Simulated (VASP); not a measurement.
H4CO, 36 atoms in the cell. The cell holds a disordered packing, 36 atoms: a = 6.851 Å, b = 6.851 Å, c = 6.851 Å, α = 90.00°, β = 90.00°, γ = 90.00°. 

```yaml
Program: VASP 6.6.1
Task: single point
Functional: r2SCAN
Dispersion: D3(BJ)
Potentials_or_basis: VASP PAW PBE potentials, release 64 (C, O, H)
Cutoff: 580 eV
k_mesh: 1 × 1 × 1
Occupations: fermi-dirac, width 0.02 eV
Spin: no spin polarisation
Dipole_correction: no
Further_INCAR_settings: LREAL = Auto; ALGO = Normal; EDIFF = 1e-06; NBANDS = 66
```

Potentials or basis: VASP PAW PBE potentials, release 64 (C, O, H).

Launch:

```bash
$ cat potpaw_PBE.64/C/POTCAR potpaw_PBE.64/O/POTCAR potpaw_PBE.64/H/POTCAR > POTCAR
$ cp INCAR.step1 INCAR
$ mpirun -np 1 vasp_gam > vasp.out
$ cp INCAR.step2 INCAR
$ mpirun -np 1 vasp_gam > vasp.out
```

Hardware: 1 thread of Intel(R) Xeon(R) 6975P-C (Granite Rapids) (shared host).

How long does it take, and how much memory?

Run time: 110 s on 1 thread of Intel(R) Xeon(R) 6975P-C (Granite Rapids), with other jobs on the host, peak memory 0.43 GiB. Counts: k points 1.
